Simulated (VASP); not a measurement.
Write the native input for VASP 6.6.1 that does the following.

| Quantity | Value |
| --- | --- |
| Task | single point |
| Functional | PBE |
| Potentials or basis | VASP PAW PBE potentials, release 64 (W_sv, N) |
| Cutoff | 520 eV |
| k mesh | 8 × 8 × 8 |
| Occupations | gaussian, width 0.1 eV |
| Spin | no spin polarisation |
| Dipole correction | no |
| Further INCAR settings | ALGO = Normal; EDIFF = 1e-06; NBANDS = 40 |

The structure of W3N4 lies in POSCAR:

```
W3N4
1.0
    4.5322165082      0.0000000000      0.0000000000
    0.0000000000      4.5322165082      0.0000000000
    0.0000000000      0.0000000000      4.5322165082
W N
3 4
Direct
    0.0000000000      0.0000000000      0.5000000000
    0.5000000000      0.0000000000      0.0000000000
    0.0000000000      0.5000000000      0.0000000000
    0.2529993662      0.7470006338      0.2529993662
    0.7470006338      0.2529993662      0.2529993662
    0.2529993662      0.2529993662      0.7470006338
    0.7470006338      0.7470006338      0.7470006338
```

The cell was generated, and may not be a known phase.

These files were run (other wordings do the same):

INCAR

```
PREC = Accurate ; ENCUT = 520
EDIFF = 1E-6 ; ISMEAR = 0
SIGMA = 0.1 ; LREAL = False
LASPH = True ; NELM = 80
ALGO = Normal ; ISIF = 2
LWAVE = False ; LCHARG = False
GGA = PE ; NBANDS = 40
```

KPOINTS

```
Automatic mesh
0
Gamma
  8 8 8
```

Potentials or basis: VASP PAW PBE potentials, release 64 (W_sv, N).

The run is started by

```console
$ cat potpaw_PBE.64/W_sv/POTCAR potpaw_PBE.64/N/POTCAR > POTCAR
$ mpirun -np 1 vasp_std > vasp.out
```

It gave:

| Quantity | Value |
| --- | --- |
| Pressure | 1.2 GPa |
| Largest force | 0.100 eV/Å |
| Band gap on the k mesh | zero (bands 31 and 32 overlap by 1.39 eV) |

Caveat: spin-orbit coupling is left out, which moves the levels of the heavy elements.

Run time: 3.3 min on 1 thread of Intel Xeon 8259CL, with other jobs on the host, peak memory 0.26 GiB.
